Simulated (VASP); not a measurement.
Runs of VASP 6.6.1 on Al2Pt. The structure is that of space group Fm-3m (No. 225), or close to it. The cells are those of the table. 

| task | cell | gap on the mesh (eV) | pressure (GPa) |
| --- | --- | --- | --- |
| electric field gradients | a = 4.094 Å, angles 60.0°, 3 atoms | none | (b) |
| single point | a = 4.207 Å, angles 60.0°, 3 atoms | none | (a) |
| electric field gradients | a = 4.151 Å, angles 60.0°, 3 atoms | none | -0.9 |
| electric field gradients | a = 4.137, b = 4.137, c = 4.095 Å, angles 60.3, 60.3, 59.3°, 3 atoms | none | 2.1 |
| electric field gradients | a = 4.179 Å, angles 60.0°, 3 atoms | none | -3.6 |

Alike in all rows: level LDA; potentials or basis VASP PAW LDA potentials, release 64 (Al, Pt); no spin polarisation; k mesh 12 × 12 × 12; cutoff (eV) 520; smearing fermi-dirac 0.08 eV.

Problem. Estimate the missing entries.

Solution. (a) -6.0; (b) 5.6.

Caveats: spin-orbit coupling is left out, which moves the levels of the heavy elements.

A k mesh can miss the band edges, and the runs leave out spin-orbit coupling on Pt.

A gap of «none» marks levels without a gap at the run's occupations.
